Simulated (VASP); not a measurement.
# Al36O (a cell with a defect) in VASP: notebook

The runs below take Al36O (a cell with a defect) through single point, with PBE.

Program: VASP 6.6.1. These are calculated values, not measurements. Logs are shortened: lines on timing, memory, paths and dates and some standing lists are left out, and cuts for length are marked.

## (1) The cell of the first run

The cell holds a defect, 37 atoms: a = 8.568 Å, b = 8.568 Å, c = 11.424 Å, α = 60.00°, β = 60.00°, γ = 60.00°.

## (2) Single point, PBE

Contents of INCAR:

```
SYSTEM = Al36O
  ALGO = Normal
  EDIFF = 1E-6
  ENCUT = 520
  GGA = PE
  ISIF = 2
  ISMEAR = 1
  LASPH = .TRUE.
  LCHARG = .FALSE.
  LREAL = Auto
  LWAVE = .FALSE.
  NBANDS = 81
  NELM = 80
  PREC = Accurate
  SIGMA = 0.1
```

Contents of KPOINTS:

```
k-points
0
G
  2 2 2
  0 0 0
```

Contents of POSCAR:

```
Al36O
1.0
    0.0000000000      6.0583944000      6.0583944000
    6.0583944000      0.0000000000      6.0583944000
    8.0778592000      8.0778592000      0.0000000000
Al O
36 1
Direct
    0.0030216752      0.0014712644     -0.0080150568
   -0.0036538559     -0.0049462775      0.2406687777
   -0.0049723570     -0.0066343485      0.5103882598
    0.0034255776      0.0019331029      0.7446294063
    0.0001464910      0.3349064729     -0.0051173831
   -0.0021886987      0.3513718090      0.2400925730
    0.0007629084      0.3360586759      0.4948523985
    0.0010152855      0.3355032482      0.7436920911
    0.0025419276      0.6694610374     -0.0071557325
    0.0016242752      0.6676454574      0.2449520908
    0.0001273440      0.6670565224      0.4959370299
    0.0001127361      0.6655943363      0.7479928593
    0.3363397735     -0.0014054879     -0.0048188510
    0.3528896204     -0.0037108017      0.2402758518
    0.3377186041     -0.0008133343      0.4948980170
    0.3369769885     -0.0005741620      0.7438200334
    0.3372641108      0.3356882807     -0.0058256772
    0.3374483180      0.3361154566      0.2426463437
    0.3358393108      0.3343415543      0.4936467573
    0.3359856367      0.3344995994      0.7455421481
    0.3362616174      0.6684955176     -0.0067704201
    0.3370919529      0.6659412930      0.2432216199
    0.3380421222      0.6652005852      0.4966934185
    0.3369541276      0.6664514941      0.7453549079
    0.6708152741      0.0010670319     -0.0071373490
    0.6692384537      0.0001450054      0.2448892028
    0.6686590923     -0.0014144837      0.4959071953
    0.6670874712     -0.0012762457      0.7479877837
    0.6700274416      0.3347830079     -0.0067809427
    0.6671033170      0.3358772747      0.2431353347
    0.6669464273      0.3363287969      0.4966970085
    0.6679539549      0.3354100717      0.7453516273
    0.6695155073      0.6680002543     -0.0057630368
    0.6688503971      0.6672498080      0.2452672733
    0.6690866808      0.6674469724      0.4949090967
    0.6690020049      0.6674103290      0.7447684901
    0.0849871213      1.0833983506      0.3087971006
```

Potentials or basis: VASP PAW PBE potentials, release 64 (Al, O).

Started as:

```console
> cat potpaw_PBE.64/Al/POTCAR potpaw_PBE.64/O/POTCAR > POTCAR
> mpirun -np 1 vasp_std > vasp.out
```

OUTCAR:

```text
SYSTEM = Al36O
   EDIFF = 1E-6
   ENCUT = 520
   GGA = PE
   ISIF = 2
   ISMEAR = 1
   LASPH = .TRUE.
   LREAL = Auto
   NELM = 80
   PREC = Accurate

 ion  position               nearest neighbor table
   1  0.003  0.001  0.992-   2 2.79   4 2.82   9 2.84  25 2.84  16 2.85   8 2.85  21 2.85  29 2.85
                             5 2.86  13 2.86  26 2.87  10 2.88
   2  0.996  0.995  0.241-  37 1.87  26 2.76  10 2.76   1 2.79  13 2.86   5 2.86  27 2.86  11 2.87
                            22 2.87  30 2.87   6 3.06  14 3.06   3 3.07
   3  0.995  0.993  0.510-  37 1.88   4 2.75  12 2.76  28 2.76  11 2.86  27 2.86   7 2.88  15 2.88
                            31 2.88  23 2.88   2 3.07  14 3.08   6 3.08
   4  0.003  0.002  0.745-   3 2.75   1 2.82   9 2.84   8 2.84  16 2.84  25 2.84   7 2.86  15 2.86
                            32 2.87  24 2.87  28 2.88  12 2.88
   5  0.000  0.335  0.995-  12 2.83  29 2.84  33 2.84  30 2.84   1 2.86   2 2.86  20 2.86   8 2.86
                             6 2.86   9 2.87  13 2.88  17 2.89
   6  0.998  0.351  0.240-  37 1.87  10 2.75  34 2.76   9 2.78   7 2.86  17 2.86  18 2.86   5 2.86
                            30 2.88  31 2.89  14 3.04   2 3.06   3 3.08
   7  0.001  0.336  0.495-  11 2.84  35 2.84   8 2.84  10 2.85  31 2.85  32 2.86  19 2.86   4 2.86
                             6 2.86   3 2.88  18 2.88  15 2.89
   8  0.001  0.336  0.744-  11 2.84   7 2.84   4 2.84  29 2.84  36 2.84  32 2.84  12 2.85   1 2.85
                            19 2.86   5 2.86  20 2.88  16 2.88
   9  0.003  0.669  0.993-   6 2.78  12 2.82  25 2.84   1 2.84   4 2.84  24 2.85  33 2.85  21 2.86
[... 40 lines left out ...]
                            25 2.86  33 2.86  21 2.86  26 2.87
  30  0.667  0.336  0.243-  18 2.83  22 2.83  33 2.84   5 2.84  29 2.85  19 2.85  26 2.86  34 2.86
                             2 2.87   6 2.88  27 2.89  31 2.90
  31  0.667  0.336  0.497-  23 2.82  35 2.84  20 2.84  32 2.84   7 2.85  34 2.85  19 2.86   3 2.88
                            28 2.88   6 2.89  27 2.89  30 2.90
  32  0.668  0.335  0.745-  24 2.84  29 2.84  17 2.84  31 2.84   8 2.84  36 2.85  25 2.85  20 2.85
                            35 2.85   7 2.86   4 2.87  28 2.87
  33  0.670  0.668  0.994-  12 2.82  28 2.82   5 2.84  13 2.84  30 2.84  22 2.85  25 2.85   9 2.85
                            36 2.85  29 2.86  21 2.86  34 2.86
  34  0.669  0.667  0.245-   6 2.76  14 2.76  10 2.85  26 2.85  23 2.85  35 2.85  31 2.85  30 2.86
                            22 2.86  33 2.86   9 2.87  25 2.87
  35  0.669  0.667  0.495-  23 2.84  31 2.84   7 2.84  11 2.84  15 2.84  27 2.84  10 2.85  32 2.85
                            26 2.85  24 2.85  34 2.85  36 2.85
  36  0.669  0.667  0.745-  11 2.84  27 2.84  29 2.84   8 2.84  21 2.84  16 2.84  32 2.85  24 2.85
                            12 2.85  28 2.85  35 2.85  33 2.85
  37  0.085  0.083  0.309-   2 1.87  14 1.87   6 1.87   3 1.88

  LATTYP: Found a base centered monoclinic cell.
 ALAT       =    14.8399749405
 B/A-ratio  =     0.5773502692
 C/A-ratio  =     0.7698003589
 COS(beta)  =    -0.5773502692

  Lattice vectors:

 A1 = (   0.0000000000,  -6.0583944000,  -6.0583944000)
[... 198 lines left out ...]
   EFERMI_NEDOS =   21; number of points for ismear=-14 and -15
   IALGO  =     38    algorithm
   IMIX   =      4    mixing-type and parameters
     AMIX     =   0.40;   BMIX     =  1.00
     AMIX_MAG =   1.60;   BMIX_MAG =  1.00
  volume/ion in A,a.u.               =      16.03       108.15
  Fermi-wavevector in a.u.,A,eV,Ry     =   0.944850  1.785507 12.146474  0.892741
  Thomas-Fermi vector in A             =   2.072694
   LORBIT       =      0    0 simple, 1 ext, 2 COOP (PROOUT), +10 PAW based schemes
   GGA     = PE    functional components
   LHFCALC =     F    Hartree Fock is set to
   AEXX    =    0.0000 exact exchange contribution
   IVDW    =     0    specifies the selected vdW correction
   LEPSILON=     F    determine dielectric tensor
   LRPA    =     F    only Hartree local field effects (RPA)
 non-spin polarized calculation
 Methfessel and Paxton  Order N= 1 SIGMA  =   0.10
  energy-cutoff  :      520.00
  volume of cell :      592.98
 maximum number of plane-waves:     15989
 NGX is ok and might be reduce to    64
   NGX = 31   NGY = 31   NGZ = 43

 number of electron     114.0000001 magnetization

 Free energy of the ion-electron system (eV)
  ---------------------------------------------------
  ext. energy  EPLUGINS =         0.00000000
  ---------------------------------------------------
  free energy    TOTEN  =      -144.67778615 eV

  energy without entropy =     -144.67432259  energy(sigma->0) =     -144.67663163

 E-fermi :   8.2413     XC(G=0): -10.2587

 val. band max:        8.2027649230   @ k =   0.0000   0.5000   0.0000
 cond. band min:       8.2548109365   @ k =   0.5000   0.5000   0.5000
 fundamental gap:      0.0520460135
 Fermi energy:         8.2412626171

 k-point     1 :       0.0000    0.0000    0.0000
  band No.  band energies     occupation
      1     -13.2144      2.00000
      2      -2.9485      2.00000
      3      -1.5296      2.00000
      4      -1.2459      2.00000
      5      -0.8675      2.00000
      6      -0.7780      2.00000
[... 565 lines left out ...]
     68       9.8012     -0.00000
     69      10.0308     -0.00000
 [bands above 69 left out]

------------------------ aborting loop because EDIFF is reached ----------------------------------------

  FORCE on cell =-STRESS in cart. coord.  units (eV):
  Direction    XX          YY          ZZ          XY          YZ          ZX
  --------------------------------------------------------------------------------------
  -------------------------------------------------------------------------------------
  Total        4.7694731      4.7502473      5.6545796      5.0500147      0.0565105      0.0555788
  in kB       12.8866378     12.8346918     15.2781069     13.6446332      0.1526857      0.1501682
  external PRESSURE =      13.6664788 kB  Pullay stress =       0.0000000 kB

 VOLUME and BASIS-vectors are now :
 -----------------------------------------------------------------------------
  energy-cutoff  :      520.00
  volume of cell :      592.98
      direct lattice vectors                 reciprocal lattice vectors
     0.000000000  6.058394400  6.058394400    -0.082530117  0.082530117  0.082530117
     6.058394400  0.000000000  6.058394400     0.082530117 -0.082530117  0.082530117
     8.077859200  8.077859200  0.000000000     0.061897588  0.061897588 -0.061897588

 POSITION                                       TOTAL-FORCE (eV/Angst)
 -----------------------------------------------------------------------------------
      8.02203      8.03142      0.02722        -0.000391     -0.001456     -0.005229
      7.97252      7.98035     12.06469        -0.009507     -0.008083     -0.011879
     10.14105     10.15111     12.04647        -0.004695     -0.001984     -0.000568
      6.02672      6.03577      0.03246         0.001656      0.000131     -0.004151
     10.06552      8.03741      2.02988         0.010440      0.004594      0.002396
      4.06818      7.98457      8.17388         0.010636     -0.009901      0.012276
[... 29 lines left out ...]
     10.05957     10.06921      8.09651         0.002446     -0.002845      0.000026
      2.99968      3.00930      1.02015         0.017085      0.007948     -0.005773
 -----------------------------------------------------------------------------------
    total drift:                               -0.029574     -0.007313      0.021753

  FREE ENERGIE OF THE ION-ELECTRON SYSTEM (eV)
  ---------------------------------------------------
  free  energy   TOTEN  =      -144.6777861457 eV

  energy  without entropy=     -144.6743225938  energy(sigma->0) =     -144.67663163
```

OSZICAR:

```text
N       E                     dE             d eps       ncg     rms          rms(c)
DAV:   1     0.201525732976E+03    0.20153E+03   -0.41056E+04  1296   0.115E+03
DAV:   2    -0.120565612026E+03   -0.32209E+03   -0.30113E+03  1546   0.157E+02
DAV:   3    -0.146593415196E+03   -0.26028E+02   -0.25277E+02  1592   0.386E+01
[... 14 lines left out ...]
DAV:  18    -0.144677784205E+03    0.61258E-04   -0.13054E-04  1608   0.437E-02    0.576E-02
DAV:  19    -0.144677786491E+03   -0.22860E-05   -0.89553E-05  1480   0.238E-02    0.499E-02
DAV:  20    -0.144677785280E+03    0.12118E-05   -0.12574E-05  1472   0.128E-02    0.297E-02
DAV:  21    -0.144677789231E+03   -0.39519E-05   -0.28724E-05  1552   0.161E-02    0.147E-02
DAV:  22    -0.144677786973E+03    0.22587E-05   -0.28905E-06  1088   0.590E-03    0.128E-02
DAV:  23    -0.144677786146E+03    0.82707E-06   -0.25016E-06  1128   0.381E-03
   1 F= -.14467779E+03 E0= -.14467663E+03  d E =-.346355E-02
```

stdout:

```text
POSCAR found type information on POSCAR AlO
 POSCAR found :  2 types and      37 ions
 scaLAPACK will be used
 LDA part: xc-table for (Slater+PW92), standard interpolation
 POSCAR, INCAR and KPOINTS ok, starting setup
 FFT: planning ... GRIDC
 FFT: planning ... GRID_SOFT
 FFT: planning ... GRID
 WAVECAR not read
 entering main loop
```

Wall time 12 min (1 thread of Intel Xeon 6975P-C (Granite Rapids), shared host); peak memory 0.81 GiB.

What came out:

| Item | Value |
| --- | --- |
| Free energy | -144.6778 eV |
| Pressure | 1.4 GPa |
| Largest force | 0.023 eV/Å |
| Band gap on the k mesh | zero (bands 57 and 58 overlap by 0.77 eV) |

Forces in eV/Å, atoms in the order of the input:
```
Al   0.000 -0.001 -0.005
Al  -0.010 -0.008 -0.012
Al  -0.005 -0.002 -0.001
Al   0.002  0.000 -0.004
Al   0.010  0.005  0.002
Al   0.011 -0.010  0.012
Al  -0.005 -0.003 -0.001
Al  -0.004  0.002 -0.005
Al  -0.002 -0.001 -0.005
Al   0.001 -0.004 -0.002
Al   0.002 -0.003  0.005
Al   0.006  0.003  0.001
Al  -0.005 -0.002  0.006
Al  -0.013  0.013  0.014
Al  -0.002 -0.008  0.000
Al   0.000 -0.001  0.002
Al   0.007  0.003 -0.009
Al  -0.006 -0.001 -0.003
Al  -0.004  0.003 -0.001
Al   0.000  0.002 -0.002
Al   0.003  0.005  0.002
Al  -0.007  0.001  0.002
Al   0.001 -0.003  0.006
Al   0.003  0.000 -0.002
Al  -0.002  0.004  0.000
Al   0.001 -0.001 -0.005
Al   0.000  0.000  0.004
Al   0.001  0.006 -0.002
Al   0.003  0.001 -0.002
Al  -0.002  0.003  0.003
Al  -0.004 -0.003  0.003
Al   0.001  0.004  0.000
Al   0.002 -0.001  0.001
Al   0.001 -0.004  0.001
Al  -0.002 -0.003  0.000
Al   0.002 -0.003  0.000
O    0.017  0.008 -0.006
```

Stress tensor (GPa, compression positive):
```
1.29 1.36 0.02
1.36 1.28 0.02
0.02 0.02 1.53
```

Caveat: the k points lie up to 0.45 Å⁻¹ apart, too coarse for converged energies and pressures of a metal.

(Continued in part 2 of 2.)
